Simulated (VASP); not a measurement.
# MgO (P1) in VASP: relaxation of the atoms with PBE

Aim: the relaxation of the atoms of MgO with PBE.

All numbers are computed with VASP 6.6.1; they aren't measurements. Logs are shortened: lines on timing, memory, paths and dates and some standing lists are left out, and cuts for length are marked.

**1. The cell of the first run**

The typed cell holds 32 atoms: a = 7.367 Å, b = 7.367 Å, c = 7.367 Å, α = 109.47°, β = 109.47°, γ = 109.47°.

**2. Relaxation of the atoms, PBE**

The input, INCAR:

```
SYSTEM = MgO
ALGO = Normal
EDIFF = 1E-6
EDIFFG = -0.03
ENCUT = 520
GGA = PE
IBRION = 2
ISIF = 2
ISMEAR = 0
KPAR = 2
LASPH = .True.
LCHARG = .False.
LREAL = Auto
LWAVE = .False.
NELM = 80
NSW = 45
PREC = Accurate
SIGMA = 0.02
```

The input, KPOINTS:

```
Automatic mesh
0
Gamma
  2 2 2
  0.5 0.5 0.5
```

The input, POSCAR:

```
MgO
1.0
    4.2535896649     -4.2535896649      4.2535896649
   -4.2535896649      4.2535896649      4.2535896649
   -4.2535896649     -4.2535896649     -4.2535896649
Mg O
16 16
Direct
    0.2487633761      0.7539114599     -0.0010789887
    0.4989623362      0.7567747525      0.7438616635
    0.7487502260      0.7566223095      0.5050741065
   -0.0007752317     -0.0030364303      0.9938392026
    0.2498425142      0.0005234114      0.7524690444
   -0.0037647148      0.7459702927      0.2475846780
    0.7452097729      0.2519368564     -0.0029656285
    0.4996526758     -0.0021488768      0.5025683365
    0.7495733030      0.0053255871      0.2530387708
    0.0128184338      0.2550006590      0.7617299162
    0.4930009794      0.5025439891     -0.0002032618
    0.2436591828      0.2382305028      0.4970056788
    0.7449102532      0.4961925610      0.7436520503
    0.5101770418      0.2472961583      0.2532724553
   -0.0073561683      0.4911675693      0.4961194021
    0.2542744176      0.5036396261      0.2485470070
    0.2533268545      0.0050348739      0.2534787748
    0.4886473728     -0.0082621689     -0.0038301927
    0.7547326749     -0.0051457636      0.7522960158
   -0.0018977795      0.2496199581      0.2451301588
    0.2371056941      0.2449838492      0.0017745796
    0.0066541865      0.0063080520      0.5100559165
    0.7569156999      0.5193272136      0.2593944546
    0.4996289170      0.2526334525      0.7499916914
    0.7473530286      0.2538246141      0.4962375599
    0.0011246705      0.5028140439      0.0006645267
    0.4940505305      0.7346903387      0.2473027184
    0.2566682584      0.4988282327      0.7575037352
    0.7500636850      0.7501221283     -0.0025221030
    0.5035131354      0.5019854968      0.5006126738
    0.0048371951      0.7600917477      0.7600084805
    0.2481832582      0.7433390114      0.4901459844
```

Potentials or basis: VASP PAW PBE potentials, release 64 (Mg, O).

On the command line:

```sh
$ cat potpaw_PBE.64/Mg/POTCAR potpaw_PBE.64/O/POTCAR > POTCAR
$ mpirun -np 2 vasp_std > vasp.out
```

OUTCAR:

```text
SYSTEM = MgO
   EDIFF = 1E-6
   EDIFFG = -0.03
   ENCUT = 520
   GGA = PE
   IBRION = 2
   ISIF = 2
   ISMEAR = 0
   LASPH = .True.
   LREAL = Auto
   NELM = 80
   NSW = 45
   PREC = Accurate

 ion  position               nearest neighbor table
   1  0.249  0.754  0.999-  18 2.04  31 2.08  26 2.13  17 2.13  28 2.15  27 2.18   4 2.96   5 2.97
                            14 2.97  11 2.98  10 3.00  16 3.01   9 3.01   6 3.02  15 3.03   8 3.03
   2  0.499  0.757  0.744-  19 2.07  32 2.09  18 2.12  30 2.14  29 2.18  28 2.19   8 2.90   3 2.94
                             5 2.97   7 2.98  16 2.98   4 3.01   1 3.04  13 3.05  15 3.05   9 3.06
   3  0.749  0.757  0.505-  19 2.04  23 2.09  27 2.09  30 2.11  22 2.14  31 2.16   2 2.94   4 2.94
                             8 2.95  16 2.98  10 3.00  13 3.00   9 3.01   5 3.01   6 3.04  11 3.04
   4  0.999  0.997  0.994-  31 2.03  21 2.03  19 2.06  29 2.13  20 2.15  17 2.15   3 2.94  10 2.95
                             5 2.96   1 2.96   2 3.01  13 3.01  12 3.03   6 3.04  16 3.05   9 3.06
   5  0.250  0.001  0.752-  22 2.09  18 2.09  31 2.10  24 2.15  21 2.16  32 2.20  10 2.96   4 2.96
                             2 2.97   1 2.97  12 2.97   7 2.98   8 3.01  14 3.01   3 3.01  11 3.02
   6  0.996  0.746  0.248-  23 2.03  26 2.11  32 2.12  29 2.13  17 2.17  22 2.18  12 2.96   7 2.97
                            16 3.01   1 3.02  11 3.03  15 3.03   8 3.03  13 3.03   4 3.04   5 3.04
   7  0.745  0.252  0.997-  24 2.10  26 2.14  20 2.14  19 2.18  18 2.19  23 2.20  14 2.96   6 2.97
                             8 2.97   2 2.98   5 2.98  13 2.99  15 3.00   9 3.02  11 3.02  10 3.03
   8  0.500  0.998  0.503-  32 2.10  24 2.14  17 2.14  19 2.16  25 2.17  27 2.18   2 2.90   3 2.95
                            16 2.97   7 2.97  12 2.99  13 3.00  14 3.00   9 3.00   5 3.01   6 3.03
   9  0.750  0.005  0.253-  25 2.10  20 2.13  18 2.15  29 2.17  22 2.18  27 2.22  14 2.90  15 2.92
[... 17 lines left out ...]
  19  0.755  0.995  0.752-   3 2.04   4 2.06   2 2.07   8 2.16  10 2.16   7 2.18
  20  0.998  0.250  0.245-  15 2.12   9 2.13   7 2.14   4 2.15  16 2.16  12 2.17
  21  0.237  0.245  0.002-  10 2.02   4 2.03  16 2.08   5 2.16  11 2.19  14 2.23
  22  0.007  0.006  0.510-  12 2.05   5 2.09  10 2.10   3 2.14   6 2.18   9 2.18
[... 8 lines left out ...]
  31  0.005  0.760  0.760-   4 2.03   1 2.08   5 2.10   3 2.16  13 2.16  15 2.22
  32  0.248  0.743  0.490-  16 2.07   2 2.09   8 2.10   6 2.12  15 2.19   5 2.20

  LATTYP: Found a body centered cubic cell.
 ALAT       =     8.5071793298

  Lattice vectors:

 A1 = (   4.2535896649,  -4.2535896649,   4.2535896649)
 A2 = (  -4.2535896649,   4.2535896649,   4.2535896649)
 A3 = (  -4.2535896649,  -4.2535896649,  -4.2535896649)

Analysis of symmetry for initial positions (statically):
=====================================================================
 Subroutine PRICEL returns:
 Original cell was already a primitive cell.

 Routine SETGRP: Setting up the symmetry group for a
 body centered cubic supercell.

 Subroutine GETGRP returns: Found  1 space group operations
 (whereof  1 operations were pure point group operations)
 out of a pool of 48 trial point group operations.

The static configuration has the point symmetry C_1 .

Analysis of symmetry for dynamics (positions and initial velocities):
=====================================================================
 Subroutine PRICEL returns:
 Original cell was already a primitive cell.

 Routine SETGRP: Setting up the symmetry group for a
 body centered cubic supercell.

 Subroutine GETGRP returns: Found  1 space group operations
 (whereof  1 operations were pure point group operations)
 out of a pool of 48 trial point group operations.

The dynamic configuration has the point symmetry C_1 .

 Subroutine INISYM returns: Found  1 space group operations
 (whereof  1 operations are pure point group operations),
 and found     1 'primitive' translations

----------------------------------------------------------------------------------------

                                     Primitive cell

  volume of cell :     307.8412

  direct lattice vectors                    reciprocal lattice vectors
     4.253589665 -4.253589665  4.253589665     0.000000000 -0.117547775  0.117547775
    -4.253589665  4.253589665  4.253589665    -0.117547775  0.000000000  0.117547775
    -4.253589665 -4.253589665 -4.253589665    -0.117547775 -0.117547775  0.000000000

  length of vectors
     7.367433414  7.367433414  7.367433414     0.166237657  0.166237657  0.166237657

  position of ions in fractional coordinates (direct lattice)
     0.248763376  0.753911460  0.998921011
     0.498962336  0.756774753  0.743861663
     0.748750226  0.756622310  0.505074106
     0.999224768  0.996963570  0.993839203
     0.249842514  0.000523411  0.752469044
[... 74 lines left out ...]
     0.000000000 -0.058773887  0.058773887     0.500000000  0.000000000  0.000000000
    -0.058773887  0.000000000  0.058773887     0.000000000  0.500000000  0.000000000
    -0.058773887 -0.058773887  0.000000000     0.000000000  0.000000000  0.500000000

  Length of vectors
     0.083118829  0.083118829  0.083118829

  Shift w.r.t. Gamma in fractional coordinates (k-lattice)
     0.500000000  0.500000000  0.500000000

 Subroutine IBZKPT returns following result:
 ===========================================

 Found      4 irreducible k-points:

 Following reciprocal coordinates:
            Coordinates               Weight
  0.250000  0.250000  0.250000      2.000000
 -0.250000  0.250000  0.250000      2.000000
  0.250000 -0.250000  0.250000      2.000000
  0.250000  0.250000 -0.250000      2.000000
   k-points           NKPTS =      4   k-points in BZ     NKDIM =      4   number of bands    NBANDS=     81
   number of dos      NEDOS =    301   number of ions     NIONS =     32
   total plane-waves  NPLWV = 175616
   dimension x,y,z NGX =    56 NGY =   56 NGZ =   56
   dimension x,y,z NGXF=   112 NGYF=  112 NGZF=  112
   ions per type =              16  16
   NGX,Y,Z   is equivalent  to a cutoff of  12.64, 12.64, 12.64 a.u.
   NGXF,Y,Z  is equivalent  to a cutoff of  25.27, 25.27, 25.27 a.u.
 SYSTEM =  MgO
   PREC   = accura    normal or accurate (medium, high low for compatibility)
   ISTART =      0    job   : 0-new  1-cont  2-samecut
   ICHARG =      2    charge: 1-file 2-atom 10-const
   ISPIN  =      1    spin polarized calculation?
   LNONCOLLINEAR =      F non collinear calculations
   LSORBIT =      F    spin-orbit coupling
   LASPH  =      T    aspherical Exc in radial PAW
   ENCUT  =  520.0 eV  38.22 Ry    6.18 a.u.  13.70 13.70 13.70*2*pi/ulx,y,z
   NELM   =     80;   NELMIN=  2; NELMDL= -5     # of ELM steps
   EDIFF  = 0.1E-05   stopping-criterion for ELM
   LREAL  =      T    real-space projection
   EDIFFG = -.3E-01   stopping-criterion for IOM
   NSW    =     45    number of steps for IOM
   IBRION =      2    ionic relax: 0-MD 1-quasi-New 2-CG
   NFREE  =      1    steps in history (QN), initial steepest desc. (CG)
   ISIF   =      2    stress and relaxation
   ISYM   =      2    0-nonsym 1-usesym 2-fastsym
   POTIM  = 0.5000    time-step for ionic-motion
   TEBEG  =    0.0;   TEEND  =   0.0 temperature during run
   PSTRESS=    0.0 pullay stress
   NELECT =     128.0000    total number of electrons
   NUPDOWN=      -1.0000    fix difference up-down
   EMIN   =  10.00;   EMAX   =-10.00  energy-range for DOS
   EFERMI =   0.00;   METHOD = LEGACY
   ISMEAR =     0;   SIGMA  =   0.02  broadening in eV -4-tet -1-fermi 0-gaus
   EFERMI_NEDOS =   21; number of points for ismear=-14 and -15
   IALGO  =     38    algorithm
   IMIX   =      4    mixing-type and parameters
     AMIX     =   0.40;   BMIX     =  1.00
     AMIX_MAG =   1.60;   BMIX_MAG =  1.00
  volume/ion in A,a.u.               =       9.62        64.92
  Fermi-wavevector in a.u.,A,eV,Ry     =   1.221901  2.309057 20.314059  1.493041
  Thomas-Fermi vector in A             =   2.357067
   LORBIT       =      0    0 simple, 1 ext, 2 COOP (PROOUT), +10 PAW based schemes
   GGA     = PE    functional components
   LHFCALC =     F    Hartree Fock is set to
   AEXX    =    0.0000 exact exchange contribution
   IVDW    =     0    specifies the selected vdW correction
   LEPSILON=     F    determine dielectric tensor
   LRPA    =     F    only Hartree local field effects (RPA)
 conjugate gradient relaxation of ions
 non-spin polarized calculation
 Gauss-broadening in eV      SIGMA  =   0.02
  energy-cutoff  :      520.00
  volume of cell :      307.84
 maximum number of plane-waves:      8280
 NGX is ok and might be reduce to    54
   NGX = 27   NGY = 27   NGZ = 27

--------------------------------------- Ionic step        1  -------------------------------------------

 number of electron     128.0000003 magnetization

 Free energy of the ion-electron system (eV)
  ---------------------------------------------------
  ext. energy  EPLUGINS =         0.00000000
  ---------------------------------------------------
  free energy    TOTEN  =      -189.87781442 eV

  energy without entropy =     -189.87781442  energy(sigma->0) =     -189.87781442

------------------------ aborting loop because EDIFF is reached ----------------------------------------

  FORCE on cell =-STRESS in cart. coord.  units (eV):
  Direction    XX          YY          ZZ          XY          YZ          ZX
  --------------------------------------------------------------------------------------
  -------------------------------------------------------------------------------------
  Total        0.1079298      0.5854322      0.7017401      0.0811087     -0.1065322      0.1300762
  in kB        0.5617267      3.0469156      3.6522466      0.4221347     -0.5544529      0.6769889
  external PRESSURE =       2.4202963 kB  Pullay stress =       0.0000000 kB
[... 449 lines left out ...]
--------------------------------------- Ionic step        8  -------------------------------------------

 number of electron     128.0000055 magnetization

 Free energy of the ion-electron system (eV)
  ---------------------------------------------------
  ext. energy  EPLUGINS =         0.00000000
  ---------------------------------------------------
  free energy    TOTEN  =      -190.60156135 eV

  energy without entropy =     -190.60156135  energy(sigma->0) =     -190.60156135

 E-fermi :   2.8914     XC(G=0): -10.9402

 val. band max:        2.7450076656   @ k =   0.2500   0.2500  -0.2500
 cond. band min:       8.6270442957   @ k =   0.2500  -0.2500   0.2500
 fundamental gap:      5.8820366301
 Fermi energy:         2.8913597472

 k-point     1 :       0.2500    0.2500    0.2500
  band No.  band energies     occupation
      1     -13.5911      2.00000
      2     -13.5903      2.00000
      3     -13.5893      2.00000
      4     -13.5888      2.00000
      5     -12.8236      2.00000
      6     -12.8227      2.00000
[... 305 lines left out ...]
     75      12.5576      0.00000
     76      12.8832      0.00000
 [bands above 76 left out]

------------------------ aborting loop because EDIFF is reached ----------------------------------------

  FORCE on cell =-STRESS in cart. coord.  units (eV):
  Direction    XX          YY          ZZ          XY          YZ          ZX
  --------------------------------------------------------------------------------------
  -------------------------------------------------------------------------------------
  Total       -1.4421147     -1.4461475     -1.4460358     -0.0008566      0.0003887      0.0008827
  in kB       -7.5055691     -7.5265581     -7.5259767     -0.0044584      0.0020231      0.0045942
  external PRESSURE =      -7.5193680 kB  Pullay stress =       0.0000000 kB
[... 47 lines left out ...]
  FREE ENERGIE OF THE ION-ELECTRON SYSTEM (eV)
  ---------------------------------------------------
  free  energy   TOTEN  =      -190.6015613451 eV

  energy  without entropy=     -190.6015613451  energy(sigma->0) =     -190.60156135

 reached required accuracy - stopping structural energy minimisation
```

Wall time 8.5 min (2 MPI ranks of Intel Xeon Platinum 8488C (Sapphire Rapids), shared host); peak memory 0.49 GiB.

Results:

```
Free energy                  : -190.6016 eV
Energy gained by relaxing    : 22.6 meV/atom
Ionic steps                  : 8
Pressure after relaxing      : -0.8 GPa
Largest force after relaxing : 0.025 eV/Å
Band gap on the k mesh       : 5.88 eV
```

Forces in eV/Å, atoms in the order of the input:
```
Mg   0.000  0.001  0.008
Mg  -0.008  0.010  0.001
Mg   0.002  0.003 -0.007
Mg   0.005 -0.004  0.011
Mg   0.006  0.002  0.002
Mg  -0.002  0.012 -0.008
Mg  -0.001 -0.010  0.003
Mg  -0.016  0.000  0.007
Mg   0.000 -0.008 -0.005
Mg  -0.004 -0.004 -0.010
Mg   0.009  0.002 -0.003
Mg   0.014  0.019  0.009
Mg  -0.002 -0.005 -0.011
Mg   0.010 -0.009 -0.006
Mg  -0.004  0.001  0.001
Mg  -0.005  0.006 -0.003
O    0.003  0.003  0.005
O    0.006 -0.001 -0.005
O    0.004  0.000 -0.005
O    0.001  0.001  0.009
O    0.007 -0.004 -0.001
O   -0.007  0.006 -0.002
O   -0.021  0.008 -0.003
O   -0.007 -0.009 -0.003
O   -0.001 -0.014  0.000
O   -0.005  0.006  0.009
O    0.003 -0.010 -0.012
O    0.006  0.003  0.001
O    0.007 -0.006  0.007
O   -0.003  0.006  0.008
O   -0.001 -0.009 -0.003
O    0.004  0.005  0.007
```

The path:
| step | energy change (eV) | largest force (eV/Å) | pressure (GPa) |
| --- | --- | --- | --- |
| 1 | 0.0000 | 1.4983 | 0.24 |
| 2 | -0.6168 | 0.6323 | -0.56 |
| 3 | -0.6306 | 0.6542 | -0.60 |
| 4 | -0.7062 | 0.2175 | -0.71 |
| 5 | -0.7141 | 0.1590 | -0.73 |
| 6 | -0.7208 | 0.0794 | -0.74 |
| 7 | -0.7225 | 0.0617 | -0.75 |
| 8 | -0.7237 | 0.0253 | -0.75 |

Final structure:
```cif
data_structure
_symmetry_space_group_name_H-M 'P 1'
_symmetry_Int_Tables_number 1
_cell_length_a 7.3674
_cell_length_b 7.3674
_cell_length_c 7.3674
_cell_angle_alpha 109.471
_cell_angle_beta 109.471
_cell_angle_gamma 109.471
_cell_volume 307.84
loop_
_atom_site_label
_atom_site_type_symbol
_atom_site_fract_x
_atom_site_fract_y
_atom_site_fract_z
_atom_site_occupancy
Mg1 Mg 0.24951 0.75027 0.00041 1
Mg2 Mg 0.49969 0.75020 0.75041 1
Mg3 Mg 0.74989 0.75055 0.50050 1
Mg4 Mg 0.99941 0.00032 0.00054 1
Mg5 Mg 0.24968 0.00038 0.75063 1
Mg6 Mg 0.99991 0.75037 0.25056 1
Mg7 Mg 0.74940 0.25027 0.00014 1
Mg8 Mg 0.49955 0.00003 0.50018 1
Mg9 Mg 0.74957 0.00049 0.25028 1
Mg10 Mg 0.99968 0.25043 0.75034 1
Mg11 Mg 0.49981 0.50060 0.00065 1
Mg12 Mg 0.24978 0.25030 0.50089 1
Mg13 Mg 0.74967 0.50038 0.75026 1
Mg14 Mg 0.49954 0.25052 0.25043 1
Mg15 Mg 0.99962 0.50021 0.50027 1
Mg16 Mg 0.24966 0.50017 0.25043 1
O1 O 0.24956 0.00019 0.25040 1
O2 O 0.49960 0.00041 0.00036 1
O3 O 0.74969 0.00037 0.75036 1
O4 O 0.99958 0.25017 0.25043 1
O5 O 0.24967 0.25046 0.00049 1
O6 O 0.99977 0.00026 0.50043 1
O7 O 0.74980 0.50019 0.25023 1
O8 O 0.49959 0.25026 0.75021 1
O9 O 0.74952 0.25031 0.50018 1
O10 O 0.99962 0.50016 0.00034 1
O11 O 0.49973 0.75047 0.25035 1
O12 O 0.24967 0.50036 0.75052 1
O13 O 0.74950 0.75029 0.00037 1
O14 O 0.49967 0.50023 0.50041 1
O15 O 0.99957 0.75034 0.75030 1
O16 O 0.24969 0.75018 0.50047 1
```

Caveat: a shifted mesh leaves out Γ, where band edges can lie. A k mesh can miss the band edges.
